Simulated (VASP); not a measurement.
Set up this calculation in VASP 6.6.1, as the native input.

```
Task                   : single point
Functional             : LDA
Potentials or basis    : VASP PAW LDA potentials, release 64 (Hf_pv)
Cutoff                 : 520 eV
k mesh                 : 17 × 17 × 17
Occupations            : fermi-dirac, width 0.08 eV
Spin                   : no spin polarisation
Dipole correction      : no
Further INCAR settings : ALGO = Normal; EDIFF = 1e-06; NBANDS = 11
```

The structure of Hf lies in POSCAR:

```
Hf
1.0
   -1.5289728139      1.5289728139      1.5289728139
    1.5289728139     -1.5289728139      1.5289728139
    1.5289728139      1.5289728139     -1.5289728139
Hf
1
Direct
    0.0000000000      0.0000000000      0.0000000000
```

This cell differs from its parent crystal: volume scaled by 0.7.

The input as run:

INCAR

```
SYSTEM = Hf
  PREC = Accurate
  ENCUT = 520
  EDIFF = 1E-6
  ISMEAR = -1
  SIGMA = 0.08
  LREAL = .FALSE.
  LASPH = .TRUE.
  NELM = 100
  ALGO = Normal
  ISIF = 2
  LWAVE = .FALSE.
  LCHARG = .FALSE.
  GGA = CA
  NBANDS = 11
```

KPOINTS

```
regular mesh
0
G
  17 17 17
  0 0 0
```

Potentials or basis: VASP PAW LDA potentials, release 64 (Hf_pv).

Run with:

```sh
$ cat potpaw_LDA.64/Hf_pv/POTCAR > POTCAR
$ mpirun -np 1 vasp_std > vasp.out
```

Results of the run:

- Pressure: 73.9 GPa
- Band gap on the k mesh: zero (band 5 reaches 9.62 eV, above the bottom of band 6 at 7.03 eV)

Caveat: spin-orbit coupling is left out, which moves the levels of the heavy elements.

Run time: 11 s on 1 thread of Intel(R) Xeon(R) Platinum 8488C (Sapphire Rapids) (shared host), peak memory 0.13 GiB.
